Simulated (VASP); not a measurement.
# CaCuH2 (R-3m) in VASP: single point with PBE

Aim: the single point of CaCuH2 with PBE.

All numbers are computed with VASP 6.6.1; they aren't measurements. Logs are shortened: lines on timing, memory, paths and dates and some standing lists are left out, and cuts for length are marked.

## Step 1: The cell of the first run

Symmetry: R-3m, No. 166, trigonal system. Conventional cell: a = 3.890 Å, b = 3.890 Å, c = 13.072 Å, α = 90.00°, β = 90.00°, γ = 120.00°. Within 3.2 Å of Ca (site symmetry -3m) lie 6 H at 2.33 Å and 6 Cu at 3.13 Å. Within 2.1 Å of Cu (site symmetry -3m) lie 2 H at 1.55 Å. H (site symmetry 3m) has 1 Cu at 1.55 Å within 2.1 Å.

The cell was built from a structure type or drawn by symmetry, and may not be a known phase.

## Step 2: Single point, PBE

INCAR

```
PREC = Accurate ; ENCUT = 520
EDIFF = 1E-6 ; ISMEAR = 0
SIGMA = 0.1 ; LREAL = False
LASPH = True ; NELM = 100
ALGO = Fast ; ISIF = 2
LWAVE = False ; LCHARG = False
GGA = PE ; NBANDS = 20
```

KPOINTS

```
regular mesh
0
Gamma
  15 15 15
```

POSCAR

```
CaCuH2
1.0
    1.9452425242      1.1230862950      4.3573811982
   -1.9452425242      1.1230862950      4.3573811982
    0.0000000000     -2.2461725900      4.3573811982
Ca Cu H
1 1 2
Direct
    0.5000000000      0.5000000000      0.5000000000
    0.0000000000      0.0000000000      0.0000000000
    0.8818065273      0.8818065273      0.8818065273
    0.1181934727      0.1181934727      0.1181934727
```

Potentials or basis: VASP PAW PBE potentials, release 64 (Ca_sv, Cu, H).

Command:

```
cat potpaw_PBE.64/Ca_sv/POTCAR potpaw_PBE.64/Cu/POTCAR potpaw_PBE.64/H/POTCAR > POTCAR
mpirun -np 1 vasp_std > vasp.out
```

OUTCAR:

```text
PREC = Accurate
   ENCUT = 520
   EDIFF = 1E-6
   ISMEAR = 0
   LREAL = False
   LASPH = True
   NELM = 100
   ISIF = 2
   GGA = PE

 ion  position               nearest neighbor table
   1  0.500  0.500  0.500-
   2  0.000  0.000  0.000-   3 1.55   4 1.55
   3  0.882  0.882  0.882-   2 1.55
   4  0.118  0.118  0.118-   2 1.55

  LATTYP: Found a trigonal (rhomboedric) cell.
 ALAT       =     4.9022507290
 COS(alpha) =     0.6850899898

  Lattice vectors:

 A1 = (   1.9452425242,   1.1230862950,   4.3573811982)
 A2 = (  -1.9452425242,   1.1230862950,   4.3573811982)
 A3 = (   0.0000000000,  -2.2461725900,   4.3573811982)

Analysis of symmetry for initial positions (statically):
=====================================================================
 Subroutine PRICEL returns:
 Original cell was already a primitive cell.

 Routine SETGRP: Setting up the symmetry group for a
 trigonal (rhombohedral) supercell.

 Subroutine GETGRP returns: Found 12 space group operations
 (whereof 12 operations were pure point group operations)
 out of a pool of 12 trial point group operations.

The static configuration has the point symmetry D_3d.

Analysis of symmetry for dynamics (positions and initial velocities):
=====================================================================
 Subroutine PRICEL returns:
 Original cell was already a primitive cell.

 Routine SETGRP: Setting up the symmetry group for a
 trigonal (rhombohedral) supercell.

 Subroutine GETGRP returns: Found 12 space group operations
 (whereof 12 operations were pure point group operations)
 out of a pool of 12 trial point group operations.

The dynamic configuration has the point symmetry D_3d.

 Subroutine INISYM returns: Found 12 space group operations
 (whereof 12 operations are pure point group operations),
 and found     1 'primitive' translations

----------------------------------------------------------------------------------------

                                     Primitive cell

  volume of cell :      57.1168

  direct lattice vectors                    reciprocal lattice vectors
     1.945242524  1.123086295  4.357381198     0.257037358  0.148400588  0.076498548
    -1.945242524  1.123086295  4.357381198    -0.257037358  0.148400588  0.076498548
     0.000000000 -2.246172590  4.357381198     0.000000000 -0.296801176  0.076498548

  length of vectors
     4.902250729  4.902250729  4.902250729     0.306501168  0.306501168  0.306501168

  position of ions in fractional coordinates (direct lattice)
     0.500000000  0.500000000  0.500000000
     0.000000000  0.000000000  0.000000000
     0.881806527  0.881806527  0.881806527
     0.118193473  0.118193473  0.118193473

  ion indices of the primitive-cell ions
   primitive index   ion index
                 1           1
                 2           2
                 3           3
                 4           4

----------------------------------------------------------------------------------------

 KPOINTS: regular mesh

Automatic generation of k-mesh.
 Grid dimensions read from file:
 generate k-points for:   15   15   15

 Generating k-lattice:

  Cartesian coordinates                     Fractional coordinates (reciprocal lattice)
     0.017135824  0.009893373  0.005099903     0.066666667 -0.000000000  0.000000000
    -0.017135824  0.009893373  0.005099903    -0.000000000  0.066666667  0.000000000
     0.000000000 -0.019786745  0.005099903     0.000000000  0.000000000  0.066666667

  Length of vectors
     0.020433411  0.020433411  0.020433411

  Shift w.r.t. Gamma in fractional coordinates (k-lattice)
     0.000000000  0.000000000  0.000000000

 Subroutine IBZKPT returns following result:
 ===========================================

 Found    344 irreducible k-points:

 Following reciprocal coordinates:
            Coordinates               Weight
  0.000000  0.000000  0.000000      1.000000
  0.066667  0.000000 -0.000000      6.000000
  0.133333  0.000000  0.000000      6.000000
  0.200000 -0.000000 -0.000000      6.000000
  0.266667  0.000000  0.000000      6.000000
  0.333333  0.000000 -0.000000      6.000000
[... 16 lines left out ...]
  0.133333  0.133333  0.000000      6.000000
  0.200000  0.133333 -0.000000     12.000000
 [... further k-points ...]
   k-points           NKPTS =    344   k-points in BZ     NKDIM =    344   number of bands    NBANDS=     20
   number of dos      NEDOS =    301   number of ions     NIONS =      4
   total plane-waves  NPLWV =  46656
   dimension x,y,z NGX =    36 NGY =   36 NGZ =   36
   dimension x,y,z NGXF=    72 NGYF=   72 NGZF=   72
   ions per type =               1   1   2
   NGX,Y,Z   is equivalent  to a cutoff of  12.21, 12.21, 12.21 a.u.
   NGXF,Y,Z  is equivalent  to a cutoff of  24.42, 24.42, 24.42 a.u.
 SYSTEM =  unknown system
   PREC   = accura    normal or accurate (medium, high low for compatibility)
   ISTART =      0    job   : 0-new  1-cont  2-samecut
   ICHARG =      2    charge: 1-file 2-atom 10-const
   ISPIN  =      1    spin polarized calculation?
   LNONCOLLINEAR =      F non collinear calculations
   LSORBIT =      F    spin-orbit coupling
   LASPH  =      T    aspherical Exc in radial PAW
   ENCUT  =  520.0 eV  38.22 Ry    6.18 a.u.   9.11  9.11  9.11*2*pi/ulx,y,z
   NELM   =    100;   NELMIN=  2; NELMDL= -5     # of ELM steps
   EDIFF  = 0.1E-05   stopping-criterion for ELM
   LREAL  =      F    real-space projection
   EDIFFG = 0.1E-04   stopping-criterion for IOM
   NSW    =      0    number of steps for IOM
   IBRION =     -1    ionic relax: 0-MD 1-quasi-New 2-CG
   NFREE  =      0    steps in history (QN), initial steepest desc. (CG)
   ISIF   =      2    stress and relaxation
   ISYM   =      2    0-nonsym 1-usesym 2-fastsym
   POTIM  = 0.5000    time-step for ionic-motion
   TEBEG  =    0.0;   TEEND  =   0.0 temperature during run
   PSTRESS=    0.0 pullay stress
   NELECT =      23.0000    total number of electrons
   NUPDOWN=      -1.0000    fix difference up-down
   EMIN   =  10.00;   EMAX   =-10.00  energy-range for DOS
   EFERMI =   0.00;   METHOD = LEGACY
   ISMEAR =     0;   SIGMA  =   0.10  broadening in eV -4-tet -1-fermi 0-gaus
   EFERMI_NEDOS =   21; number of points for ismear=-14 and -15
   IALGO  =     68    algorithm
   IMIX   =      4    mixing-type and parameters
     AMIX     =   0.40;   BMIX     =  1.00
     AMIX_MAG =   1.60;   BMIX_MAG =  1.00
  volume/ion in A,a.u.               =      14.28        96.36
  Fermi-wavevector in a.u.,A,eV,Ry     =   1.208916  2.284520 19.884622  1.461478
  Thomas-Fermi vector in A             =   2.344510
   LORBIT       =      0    0 simple, 1 ext, 2 COOP (PROOUT), +10 PAW based schemes
   GGA     = PE    functional components
   LHFCALC =     F    Hartree Fock is set to
   AEXX    =    0.0000 exact exchange contribution
   IVDW    =     0    specifies the selected vdW correction
   LEPSILON=     F    determine dielectric tensor
   LRPA    =     F    only Hartree local field effects (RPA)
 non-spin polarized calculation
 RMM-DIIS sequential band-by-band and
 Gauss-broadening in eV      SIGMA  =   0.10
  energy-cutoff  :      520.00
  volume of cell :       57.12
 maximum number of plane-waves:      1559
   NGX = 19   NGY = 19   NGZ = 19

 number of electron      22.9999991 magnetization

 Free energy of the ion-electron system (eV)
  ---------------------------------------------------
  ext. energy  EPLUGINS =         0.00000000
  ---------------------------------------------------
  free energy    TOTEN  =       -13.23355589 eV

  energy without entropy =      -13.22678594  energy(sigma->0) =      -13.23017092

 E-fermi :   3.0493     XC(G=0):  -9.1765

 val. band max:        3.0476272598   @ k =  -0.2667   0.4667   0.1333
 cond. band min:       3.0497615766   @ k =  -0.4667   0.4000   0.2000
 fundamental gap:      0.0021343169
 Fermi energy:         3.0492762664

 k-point     1 :       0.0000    0.0000    0.0000
  band No.  band energies     occupation
      1     -38.1938      2.00000
      2     -19.2339      2.00000
      3     -19.1572      2.00000
      4     -19.1572      2.00000
      5      -5.2297      2.00000
      6      -0.9106      2.00000
[... 12 lines left out ...]
     19      10.1136      0.00000
     20      10.6304      0.00000

 k-point     2 :       0.0667    0.0000   -0.0000
  band No.  band energies     occupation
      1     -38.1933      2.00000
      2     -19.2332      2.00000
      3     -19.1643      2.00000
      4     -19.1586      2.00000
      5      -5.1777      2.00000
      6      -0.8892      2.00000
[... 12 lines left out ...]
     19      10.2068      0.00000
     20      10.5928      0.00000

 k-point     3 :       0.1333    0.0000    0.0000
  band No.  band energies     occupation
      1     -38.1917      2.00000
      2     -19.2313      2.00000
      3     -19.1841      2.00000
      4     -19.1625      2.00000
      5      -5.0266      2.00000
      6      -0.8340      2.00000
[... 12 lines left out ...]
     19      10.4322      0.00000
     20      10.5726      0.00000

 k-point     4 :       0.2000   -0.0000   -0.0000
  band No.  band energies     occupation
      1     -38.1895      2.00000
      2     -19.2289      2.00000
      3     -19.2128      2.00000
      4     -19.1682      2.00000
      5      -4.7910      2.00000
      6      -0.8399      2.00000
[... 429 lines left out ...]
 k-point    23 :       0.1333    0.1333    0.0000
  band No.  band energies     occupation
      1     -38.1917      2.00000
      2     -19.2322      2.00000
      3     -19.1840      2.00000
      4     -19.1627      2.00000
      5      -4.9863      2.00000
      6      -0.8804      2.00000
[... 12 lines left out ...]
     19       9.9927      0.00000
     20      10.7435      0.00000

 k-point    24 :       0.2000    0.1333   -0.0000
  band No.  band energies     occupation
      1     -38.1903      2.00000
      2     -19.2309      2.00000
      3     -19.2011      2.00000
      4     -19.1671      2.00000
      5      -4.8262      2.00000
      6      -0.9381      2.00000
[... 12 lines left out ...]
     19      10.1402      0.00000
     20      10.8765      0.00000

 [... further k-points ...]

------------------------ aborting loop because EDIFF is reached ----------------------------------------

  FORCE on cell =-STRESS in cart. coord.  units (eV):
  Direction    XX          YY          ZZ          XY          YZ          ZX
  --------------------------------------------------------------------------------------
  -------------------------------------------------------------------------------------
  Total        0.0147877      0.0147877      0.1222777      0.0000000      0.0000000      0.0000000
  in kB        0.4148071      0.4148071      3.4300013      0.0000000      0.0000000      0.0000000
  external PRESSURE =       1.4198718 kB  Pullay stress =       0.0000000 kB

 VOLUME and BASIS-vectors are now :
 -----------------------------------------------------------------------------
  energy-cutoff  :      520.00
  volume of cell :       57.12
      direct lattice vectors                 reciprocal lattice vectors
     1.945242524  1.123086295  4.357381198     0.257037358  0.148400588  0.076498548
    -1.945242524  1.123086295  4.357381198    -0.257037358  0.148400588  0.076498548
     0.000000000 -2.246172590  4.357381198     0.000000000 -0.296801176  0.076498548

 POSITION                                       TOTAL-FORCE (eV/Angst)
 -----------------------------------------------------------------------------------
      0.00000      0.00000      6.53607         0.000000      0.000000      0.000000
      0.00000      0.00000      0.00000        -0.000000     -0.000000      0.000000
      0.00000      0.00000     11.52710        -0.000000     -0.000000     -0.027989
      0.00000      0.00000      1.54504        -0.000000     -0.000000      0.027989
 -----------------------------------------------------------------------------------
    total drift:                                0.000000      0.000000      0.000000

  FREE ENERGIE OF THE ION-ELECTRON SYSTEM (eV)
  ---------------------------------------------------
  free  energy   TOTEN  =       -13.2335558912 eV

  energy  without entropy=      -13.2267859409  energy(sigma->0) =      -13.23017092
```

Wall time 9.2 min (1 thread of Intel Xeon Platinum 8488C (Sapphire Rapids), shared host); peak memory 0.54 GiB.

Results:

| Property | Result |
| --- | --- |
| Free energy | -13.2336 eV |
| Pressure | 0.1 GPa |
| Largest force | 0.028 eV/Å |
| Band gap on the k mesh | zero (an odd number of electrons rules out a gap without spin polarisation) |

Forces in eV/Å, atoms in the order of the input:
```
Ca   0.000  0.000  0.000
Cu   0.000  0.000  0.000
H    0.000  0.000 -0.028
H    0.000  0.000  0.028
```

Stress tensor (GPa, compression positive):
```
0.04 0.00 0.00
0.00 0.04 0.00
0.00 0.00 0.34
```

Levels at points of the mesh, in eV from the Fermi level:
| k point | band 8 | band 9 | band 10 | band 11 | band 12 | band 13 | band 14 | band 15 |
| --- | --- | --- | --- | --- | --- | --- | --- | --- |
| (0.00, 0.00, 0.00) | -3.38 | -3.12 | -3.09 | -3.09 | 0.33 | 2.72 | 2.72 | 3.98 |
